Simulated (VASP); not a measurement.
# AlN: single point with PBE

AlN:

```
Al N
1.0
    12.51903    0.00000    0.00000
    -6.25951   10.84180    0.00000
     0.00000    0.00000   15.05221
Al N
96 96
Direct
  0.16667 0.08333 0.16641
  0.08333 0.16667 0.33308
  0.16667 0.08333 0.49975
  0.08333 0.16667 0.66641
  0.16667 0.08333 0.83308
  0.08333 0.16667 0.99975
  0.16667 0.33333 0.16641
  0.08333 0.41667 0.33308
  0.16667 0.33333 0.49975
  0.08333 0.41667 0.66641
  0.16667 0.33333 0.83308
  0.08333 0.41667 0.99975
  0.16667 0.58333 0.16641
  0.08333 0.66667 0.33308
  0.16667 0.58333 0.49975
  0.08333 0.66667 0.66641
  0.16667 0.58333 0.83308
  0.08333 0.66667 0.99975
  0.16667 0.83333 0.16641
  0.08333 0.91667 0.33308
  0.16667 0.83333 0.49975
  0.08333 0.91667 0.66641
  0.16667 0.83333 0.83308
  0.08333 0.91667 0.99975
  0.41667 0.08333 0.16641
  0.33333 0.16667 0.33308
  0.41667 0.08333 0.49975
  0.33333 0.16667 0.66641
  0.41667 0.08333 0.83308
  0.33333 0.16667 0.99975
  0.41667 0.33333 0.16641
  0.33333 0.41667 0.33308
  0.41667 0.33333 0.49975
  0.33333 0.41667 0.66641
  0.41667 0.33333 0.83308
  0.33333 0.41667 0.99975
  0.41667 0.58333 0.16641
  0.33333 0.66667 0.33308
  0.41667 0.58333 0.49975
  0.33333 0.66667 0.66641
  0.41667 0.58333 0.83308
  0.33333 0.66667 0.99975
  0.41667 0.83333 0.16641
  0.33333 0.91667 0.33308
  0.41667 0.83333 0.49975
  0.33333 0.91667 0.66641
  0.41667 0.83333 0.83308
  0.33333 0.91667 0.99975
  0.66667 0.08333 0.16641
  0.58333 0.16667 0.33308
  0.66667 0.08333 0.49975
  0.58333 0.16667 0.66641
  0.66667 0.08333 0.83308
  0.58333 0.16667 0.99975
  0.66667 0.33333 0.16641
  0.58333 0.41667 0.33308
  0.66667 0.33333 0.49975
  0.58333 0.41667 0.66641
  0.66667 0.33333 0.83308
  0.58333 0.41667 0.99975
  0.66667 0.58333 0.16641
  0.58333 0.66667 0.33308
  0.66667 0.58333 0.49975
  0.58333 0.66667 0.66641
  0.66667 0.58333 0.83308
  0.58333 0.66667 0.99975
  0.66667 0.83333 0.16641
  0.58333 0.91667 0.33308
  0.66667 0.83333 0.49975
  0.58333 0.91667 0.66641
  0.66667 0.83333 0.83308
  0.58333 0.91667 0.99975
  0.91667 0.08333 0.16641
  0.83333 0.16667 0.33308
  0.91667 0.08333 0.49975
  0.83333 0.16667 0.66641
  0.91667 0.08333 0.83308
  0.83333 0.16667 0.99975
  0.91667 0.33333 0.16641
  0.83333 0.41667 0.33308
  0.91667 0.33333 0.49975
  0.83333 0.41667 0.66641
  0.91667 0.33333 0.83308
  0.83333 0.41667 0.99975
  0.91667 0.58333 0.16641
  0.83333 0.66667 0.33308
  0.91667 0.58333 0.49975
  0.83333 0.66667 0.66641
  0.91667 0.58333 0.83308
  0.83333 0.66667 0.99975
  0.91667 0.83333 0.16641
  0.83333 0.91667 0.33308
  0.91667 0.83333 0.49975
  0.83333 0.91667 0.66641
  0.91667 0.83333 0.83308
  0.83333 0.91667 0.99975
  0.16667 0.08333 0.29359
  0.08333 0.16667 0.12692
  0.16667 0.08333 0.62692
  0.08333 0.16667 0.46025
  0.16667 0.08333 0.96025
  0.08333 0.16667 0.79359
  0.16667 0.33333 0.29359
  0.08333 0.41667 0.12692
  0.16667 0.33333 0.62692
  0.08333 0.41667 0.46025
  0.16667 0.33333 0.96025
  0.08333 0.41667 0.79359
  0.16667 0.58333 0.29359
  0.08333 0.66667 0.12692
  0.16667 0.58333 0.62692
  0.08333 0.66667 0.46025
  0.16667 0.58333 0.96025
  0.08333 0.66667 0.79359
  0.16667 0.83333 0.29359
  0.08333 0.91667 0.12692
  0.16667 0.83333 0.62692
  0.08333 0.91667 0.46025
  0.16667 0.83333 0.96025
  0.08333 0.91667 0.79359
  0.41667 0.08333 0.29359
  0.33333 0.16667 0.12692
  0.41667 0.08333 0.62692
  0.33333 0.16667 0.46025
  0.41667 0.08333 0.96025
  0.33333 0.16667 0.79359
  0.41667 0.33333 0.29359
  0.33333 0.41667 0.12692
  0.41667 0.33333 0.62692
  0.33333 0.41667 0.46025
  0.41667 0.33333 0.96025
  0.33333 0.41667 0.79359
  0.41667 0.58333 0.29359
  0.33333 0.66667 0.12692
  0.41667 0.58333 0.62692
  0.33333 0.66667 0.46025
  0.41667 0.58333 0.96025
  0.33333 0.66667 0.79359
  0.41667 0.83333 0.29359
  0.33333 0.91667 0.12692
  0.41667 0.83333 0.62692
  0.33333 0.91667 0.46025
  0.41667 0.83333 0.96025
  0.33333 0.91667 0.79359
  0.66667 0.08333 0.29359
  0.58333 0.16667 0.12692
  0.66667 0.08333 0.62692
  0.58333 0.16667 0.46025
  0.66667 0.08333 0.96025
  0.58333 0.16667 0.79359
  0.66667 0.33333 0.29359
  0.58333 0.41667 0.12692
  0.66667 0.33333 0.62692
  0.58333 0.41667 0.46025
  0.66667 0.33333 0.96025
  0.58333 0.41667 0.79359
  0.66667 0.58333 0.29359
  0.58333 0.66667 0.12692
  0.66667 0.58333 0.62692
  0.58333 0.66667 0.46025
  0.66667 0.58333 0.96025
  0.58333 0.66667 0.79359
  0.66667 0.83333 0.29359
  0.58333 0.91667 0.12692
  0.66667 0.83333 0.62692
  0.58333 0.91667 0.46025
  0.66667 0.83333 0.96025
  0.58333 0.91667 0.79359
  0.91667 0.08333 0.29359
  0.83333 0.16667 0.12692
  0.91667 0.08333 0.62692
  0.83333 0.16667 0.46025
  0.91667 0.08333 0.96025
  0.83333 0.16667 0.79359
  0.91667 0.33333 0.29359
  0.83333 0.41667 0.12692
  0.91667 0.33333 0.62692
  0.83333 0.41667 0.46025
  0.91667 0.33333 0.96025
  0.83333 0.41667 0.79359
  0.91667 0.58333 0.29359
  0.83333 0.66667 0.12692
  0.91667 0.58333 0.62692
  0.83333 0.66667 0.46025
  0.91667 0.58333 0.96025
  0.83333 0.66667 0.79359
  0.91667 0.83333 0.29359
  0.83333 0.91667 0.12692
  0.91667 0.83333 0.62692
  0.83333 0.91667 0.46025
  0.91667 0.83333 0.96025
  0.83333 0.91667 0.79359
```

```yaml
Program: VASP 6.6.1
Task: single point
Functional: PBE
Potentials_or_basis: VASP PAW PBE potentials, release 64 (Al, N)
Cutoff: 520 eV
k_mesh: 1 × 1 × 1
Occupations: fermi-dirac, width 0.01 eV
Spin: no spin polarisation
```

```json
{"Pressure": "-0.2 GPa", "Largest force": "0.015 eV/Å", "Band gap on the k mesh": "4.04 eV"}
```

Stress tensor (GPa, compression positive):
```
-0.13  0.00  0.00
 0.00 -0.13  0.00
 0.00  0.00 -0.42
```

Levels at points of the mesh, in eV from the valence-band top:
```csv
k point,band 381,band 382,band 383,band 384,band 385,band 386,band 387,band 388
"(0.00, 0.00, 0.00)",-0.37,-0.20,-0.20,0.00,4.04,4.89,4.89,4.89
```

Run time: 3.5 min on 1 × NVIDIA H100 80GB with 1 thread of AMD EPYC 7R13 Processor (Zen 3), with other jobs on the host, peak memory 2.2 GiB.

Caveat: the k points lie up to 0.58 Å⁻¹ apart. A k mesh can miss the band edges.
